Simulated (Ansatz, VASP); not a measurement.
Ru: VASP beside Ansatz

```
CELL_PARAMETERS angstrom
2.71980 0.00000 0.00000
-1.35990 2.35541 0.00000
0.00000 0.00000 4.12480
ATOMIC_POSITIONS crystal
Ru 0.33333 0.66667 0.25000
Ru 0.66667 0.33333 0.75000
```

Alike in both runs: task single point; functional PBE; k mesh 18 × 18 × 10; occupations gaussian, width 0.15 eV; no spin polarisation.

```csv
,VASP,Ansatz
version,VASP 6.6.1,Ansatz 0.2.0
potentials or method,"VASP PAW PBE potentials, release 64 (Ru_pv), cutoff 520 eV","scalar-relativistic, plane waves, PAW"
valence electrons in the cell,28,32
```

VASP gave:

- gap on the k mesh at the Fermi level (eV): none
- pressure (GPa): 15.4
- traceless stress, the component that is largest in VASP (GPa): 13.94

**Question.** Estimate Ansatz's values.

**Answer.** gap on the k mesh at the Fermi level (eV): none; pressure (GPa): 15.5; traceless stress, the component that is largest in VASP (GPa): 13.98.

A gap of «none» marks a metal or a gap that the smearing closes. VASP's potentials hold 28 valence electrons a cell and Ansatz's 32, so a difference there can come from the potentials and not from the codes.
